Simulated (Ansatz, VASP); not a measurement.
# Ta3H: VASP beside Ansatz

```
Ta H
1.0
     2.87431    0.00000    0.00000
    -0.95810    2.70993    0.00000
     0.00000    0.00000   21.52669
Ta H
3 1
Direct
  0.50000 0.50000 0.18582
  0.00000 0.00000 0.29097
  0.50000 0.50000 0.39610
  0.66667 0.66667 0.46253
```

Alike in both runs: task single point; functional PBE; k mesh 10 × 10 × 1; occupations gaussian, width 0.1 eV; collinear spin.

```csv
,VASP,Ansatz
version,VASP 6.6.1,Ansatz 0.2.0
potentials or method,"VASP PAW PBE potentials, release 64 (Ta_pv, H), cutoff 520 eV","scalar-relativistic, plane waves, PAW"
valence electrons in the cell,34,40
```

Ansatz gave:

```
gap on the k mesh at the Fermi level (eV)  : none
rms of the force components (eV/Å)         : 2.077
net moment per atom (μB)                   : 0.00
work function, face that differs most (eV) : 4.77
```

Q: What did VASP give for the same quantities?

A: gap on the k mesh at the Fermi level (eV): none; rms of the force components (eV/Å): 2.090; net moment per atom (μB): 0.00; work function, face that differs most (eV): 4.77.

Atom by atom the forces differ by 0.014 eV/Å (rms over components). A gap of «none» marks a metal or a gap that the smearing closes. The functional is the same, so the differences come from potentials, cutoffs and numerics. VASP's potentials hold 34 valence electrons a cell and Ansatz's 40, so a difference there can come from the potentials and not from the codes. Ansatz's warnings: seeded moment not kept.

Neither program's run includes spin-orbit coupling.
